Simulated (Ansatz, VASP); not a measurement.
# N: VASP beside Ansatz

```
N
1.0
     1.88399    0.00000    0.00000
    -0.94199    1.63158    0.00000
     0.00000    0.00000    6.35799
N
2
Cartesian
  0.0000 1.0877 1.5895
  0.9420 0.5439 4.7685
```

Alike in both runs: functional PBEsol; k mesh 15 × 15 × 8; occupations gaussian, width 0.1 eV; no spin polarisation.

Ansatz relaxed the structure, and its values are those at the end. VASP's run is a single point on that final structure, the one shown.

```csv
,VASP,Ansatz
version,VASP 6.6.1,Ansatz 0.2.0
potentials or method,"VASP PAW PBE potentials, release 64 (N), cutoff 520 eV","scalar-relativistic, plane waves, PAW"
valence electrons in the cell,10,10
```

```tsv
	VASP	Ansatz	Ansatz less VASP
gap on the k mesh at the Fermi level (eV)	none	none	-
pressure (GPa)	0.1	0.0	-0.10
```

VASP's potentials were made for PBE, not for PBEsol. A gap of «none» marks a metal or a gap that the smearing closes.
